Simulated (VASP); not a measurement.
# Si16H7F in VASP: single point with PBE+D3(BJ)

Aim: the single point of Si16H7F with PBE+D3(BJ).

Everything below comes from runs of VASP 6.6.1. Logs are shortened: lines on timing, memory, paths and dates and some standing lists are left out, and cuts for length are marked.

### 1 The cell of the first run

The cell holds a slab with vacuum, 24 atoms: a = 7.679 Å, b = 7.679 Å, c = 17.869 Å, α = 90.00°, β = 90.00°, γ = 60.00°.

### 2 Single point, PBE+D3(BJ)

Input file INCAR:

```
  PREC = Accurate
  ENCUT = 520
  EDIFF = 1E-7
  ISMEAR = 0
  SIGMA = 0.02
  LREAL = Auto
  LASPH = T
  NELM = 80
  ALGO = Normal
  ISIF = 2
  LWAVE = F
  LCHARG = F
  GGA = PE
  IVDW = 12
  NBANDS = 57
```

Input file KPOINTS:

```
regular mesh
0
Gamma
  2 2 1
```

Input file POSCAR:

```
Si16H7F
1.0
    7.6791800000      0.0000000000      0.0000000000
    3.8395900000      6.6503650000      0.0000000000
    0.0000000000      0.0000000000     17.8687650000
H Si F
7 16 1
Direct
    0.1666666600      0.1666666600      0.0559635800
    0.6666666400      0.1666666600      0.0559635800
    0.1666666600      0.6666666300      0.0559635800
    0.6666666400      0.6666666300      0.0559635800
    0.5010939362     -0.0022038309      0.4403484766
   -0.0021325754      0.5010236825      0.4403471925
    0.5010879792      0.5010143794      0.4403468914
    0.1666666600      0.1666666600      0.1399089400
    0.6666666400      0.1666666600      0.1399089400
    0.1666666600      0.6666666300      0.1399089400
    0.6666666400      0.6666666300      0.1399089400
   -0.1665663315      0.3331334007      0.1821804678
    0.3333344033      0.3333297363      0.1825965243
   -0.1665631627      0.8334382528      0.1821930380
    0.3331271238      0.8334374329      0.1821897481
   -0.1673644860      0.3347289336      0.3133454314
    0.3333411865      0.3333042507      0.3138395865
   -0.1673105931      0.8326793027      0.3133687222
    0.3346640963      0.8326625184      0.3133626185
   -0.0000169081      0.0000790665      0.3543910818
    0.4999595134      0.0000905351      0.3563466106
    0.0001351095      0.4999411444      0.3563449699
    0.4999207428      0.4999277082      0.3563443779
    0.9999623406      0.0001516332      0.4460956603
```

Potentials or basis: VASP PAW PBE potentials, release 64 (H, Si, F).

Command:

```console
$ cat potpaw_PBE.64/H/POTCAR potpaw_PBE.64/Si/POTCAR potpaw_PBE.64/F/POTCAR > POTCAR
$ mpirun -np 1 vasp_std > vasp.out
```

OUTCAR:

```text
PREC = Accurate
   ENCUT = 520
   EDIFF = 1E-7
   ISMEAR = 0
   LREAL = Auto
   LASPH = T
   NELM = 80
   ISIF = 2
   GGA = PE
   IVDW = 12
 IVDW          = 12

 ion  position               nearest neighbor table
   1  0.167  0.167  0.056-   8 1.50
   2  0.667  0.167  0.056-   9 1.50
   3  0.167  0.667  0.056-  10 1.50
   4  0.667  0.667  0.056-  11 1.50
   5  0.501  0.998  0.440-  21 1.50
   6  0.998  0.501  0.440-  22 1.50
   7  0.501  0.501  0.440-  23 1.50
   8  0.167  0.167  0.140-   1 1.50  12 2.34  15 2.34  13 2.34
   9  0.667  0.167  0.140-   2 1.50  12 2.34  14 2.34  13 2.34
  10  0.167  0.667  0.140-   3 1.50  15 2.34  14 2.34  13 2.34
  11  0.667  0.667  0.140-   4 1.50  12 2.34  15 2.34  14 2.34
  12  0.833  0.333  0.182-   8 2.34   9 2.34  11 2.34  16 2.34
  13  0.333  0.333  0.183-   8 2.34   9 2.34  10 2.34  17 2.35
[... 8 lines left out ...]
  22  0.000  0.500  0.356-   6 1.50  16 2.34  18 2.34  17 2.34
  23  0.500  0.500  0.356-   7 1.50  16 2.34  19 2.34  17 2.34
  24  1.000  0.000  0.446-  20 1.64

  LATTYP: Found a hexagonal cell.
 ALAT       =     7.6791800344
 C/A-ratio  =     2.3269105451

  Lattice vectors:

 A1 = (  -3.8395900000,  -6.6503650000,   0.0000000000)
 A2 = (   7.6791800000,   0.0000000000,   0.0000000000)
 A3 = (   0.0000000000,   0.0000000000,  17.8687650000)

Analysis of symmetry for initial positions (statically):
=====================================================================
 Subroutine PRICEL returns:
 Original cell was already a primitive cell.

 Routine SETGRP: Setting up the symmetry group for a
 hexagonal supercell.

 Subroutine GETGRP returns: Found  1 space group operations
 (whereof  1 operations were pure point group operations)
 out of a pool of 24 trial point group operations.

The static configuration has the point symmetry C_1 .

Analysis of symmetry for dynamics (positions and initial velocities):
=====================================================================
 Subroutine PRICEL returns:
 Original cell was already a primitive cell.

 Routine SETGRP: Setting up the symmetry group for a
 hexagonal supercell.

 Subroutine GETGRP returns: Found  1 space group operations
 (whereof  1 operations were pure point group operations)
 out of a pool of 24 trial point group operations.

[... 124 lines left out ...]
   LREAL  =      T    real-space projection
   EDIFFG = 0.1E-05   stopping-criterion for IOM
   NSW    =      0    number of steps for IOM
   IBRION =     -1    ionic relax: 0-MD 1-quasi-New 2-CG
   NFREE  =      0    steps in history (QN), initial steepest desc. (CG)
   ISIF   =      2    stress and relaxation
   ISYM   =      2    0-nonsym 1-usesym 2-fastsym
   POTIM  = 0.5000    time-step for ionic-motion
   TEBEG  =    0.0;   TEEND  =   0.0 temperature during run
   PSTRESS=    0.0 pullay stress
   NELECT =      78.0000    total number of electrons
   NUPDOWN=      -1.0000    fix difference up-down
   EMIN   =  10.00;   EMAX   =-10.00  energy-range for DOS
   EFERMI =   0.00;   METHOD = LEGACY
   ISMEAR =     0;   SIGMA  =   0.02  broadening in eV -4-tet -1-fermi 0-gaus
   EFERMI_NEDOS =   21; number of points for ismear=-14 and -15
   IALGO  =     38    algorithm
   IMIX   =      4    mixing-type and parameters
     AMIX     =   0.40;   BMIX     =  1.00
     AMIX_MAG =   1.60;   BMIX_MAG =  1.00
  volume/ion in A,a.u.               =      38.02       256.59
  Fermi-wavevector in a.u.,A,eV,Ry     =   0.721143  1.362763  7.075673  0.520047
  Thomas-Fermi vector in A             =   1.810775
   LORBIT       =      0    0 simple, 1 ext, 2 COOP (PROOUT), +10 PAW based schemes
   GGA     = PE    functional components
   LHFCALC =     F    Hartree Fock is set to
   AEXX    =    0.0000 exact exchange contribution
   IVDW    =    12    specifies the selected vdW correction
   LEPSILON=     F    determine dielectric tensor
   LRPA    =     F    only Hartree local field effects (RPA)
 non-spin polarized calculation
 Gauss-broadening in eV      SIGMA  =   0.02
  energy-cutoff  :      520.00
  volume of cell :      912.55
 maximum number of plane-waves:     24625
 NGX is ok and might be reduce to    60
   NGX = 29   NGY = 29   NGZ = 67

 number of electron      78.0000009 magnetization

 Free energy of the ion-electron system (eV)
  ---------------------------------------------------
  ext. energy  EPLUGINS =         0.00000000
  ---------------------------------------------------
  free energy    TOTEN  =      -114.41036461 eV

  energy without entropy =     -114.41036461  energy(sigma->0) =     -114.41036461

 E-fermi :  -0.9875     XC(G=0):  -4.4056

 val. band max:       -1.1456281370   @ k =   0.0000   0.0000   0.0000
 cond. band min:       0.1628752955   @ k =   0.0000   0.0000   0.0000
 fundamental gap:      1.3085034325
 Fermi energy:        -0.9875033236

 k-point     1 :       0.0000    0.0000    0.0000
  band No.  band energies     occupation
      1     -25.6357      2.00000
      2     -12.4506      2.00000
      3     -11.3257      2.00000
      4     -10.2778      2.00000
      5     -10.2776      2.00000
      6     -10.2735      2.00000
[... 205 lines left out ...]
     50       2.8539      0.00000
     51       2.8688      0.00000
 [bands above 51 left out]

------------------------ aborting loop because EDIFF is reached ----------------------------------------

 Edisp (eV)   -3.87924

 E8    (eV) :    -1.6204

  FORCE on cell =-STRESS in cart. coord.  units (eV):
  Direction    XX          YY          ZZ          XY          YZ          ZX
  --------------------------------------------------------------------------------------
  -------------------------------------------------------------------------------------
  Total       2.49111     2.49115     0.18423     0.00031     0.00045    -0.00002
  in kB       4.37369     4.37377     0.32346     0.00054     0.00079    -0.00003
  external pressure =        3.02 kB  Pullay stress =        0.00 kB

 VOLUME and BASIS-vectors are now :
 -----------------------------------------------------------------------------
  energy-cutoff  :      520.00
  volume of cell :      912.55
      direct lattice vectors                 reciprocal lattice vectors
     7.679180000  0.000000000  0.000000000     0.130222237 -0.075183843  0.000000000
     3.839590000  6.650365000  0.000000000     0.000000000  0.150367687  0.000000000
     0.000000000  0.000000000 17.868765000     0.000000000  0.000000000  0.055963577

 POSITION                                       TOTAL-FORCE (eV/Angst)
 -----------------------------------------------------------------------------------
      1.91979      1.10839      1.00000         0.000864      0.000446     -0.037924
      5.75938      1.10839      1.00000        -0.000894      0.000444     -0.037916
      3.83959      4.43358      1.00000        -0.000019     -0.000985     -0.037894
      7.67918      4.43358      1.00000         0.000088      0.000349     -0.038833
      7.67912      6.63571      7.86848         0.000041      0.008573     -0.008087
      9.58653      3.33199      7.86846         0.007108     -0.003813     -0.008211
[... 16 lines left out ...]
      5.75850      3.32470      6.36743        -0.000204      0.000081      0.007079
      7.67947      0.00101      7.97118        -0.000024     -0.000088      0.174536
 -----------------------------------------------------------------------------------
    total drift:                               -0.000005     -0.001128     -0.016315

  FREE ENERGIE OF THE ION-ELECTRON SYSTEM (eV)
  ---------------------------------------------------
  free  energy   TOTEN  =      -118.2896018625 eV

  energy  without entropy=     -118.2896018625  energy(sigma->0) =     -118.28960186
```

It took 7.3 min on 1 thread of AMD EPYC 7R13 (Zen 3), shared host; peak memory 0.94 GiB.

Results:

| Property | Result |
| --- | --- |
| Free energy | -118.2896 eV |
| Largest force | 0.186 eV/Å |
| Band gap on the k mesh | 1.31 eV, direct |
| Dispersion energy per atom | -0.162 eV |

Forces in eV/Å, atoms in the order of the input:
```
H    0.001  0.000 -0.038
H   -0.001  0.000 -0.038
H    0.000 -0.001 -0.038
H    0.000  0.000 -0.039
H    0.000  0.009 -0.008
H    0.007 -0.004 -0.008
H   -0.007 -0.004 -0.008
Si   0.021  0.012  0.046
Si  -0.021  0.012  0.046
Si   0.000 -0.024  0.046
Si   0.000  0.001  0.029
Si   0.000 -0.001  0.002
Si   0.000  0.000  0.005
Si   0.001  0.000  0.002
Si  -0.001  0.000  0.002
Si   0.000 -0.001  0.000
Si   0.000 -0.001 -0.009
Si   0.000  0.000 -0.001
Si   0.000  0.000 -0.001
Si   0.000 -0.001 -0.186
Si   0.000  0.001  0.007
Si   0.001  0.000  0.007
Si   0.000  0.000  0.007
F    0.000  0.000  0.175
```

Caveat: the k points lie up to 0.47 Å⁻¹ apart.
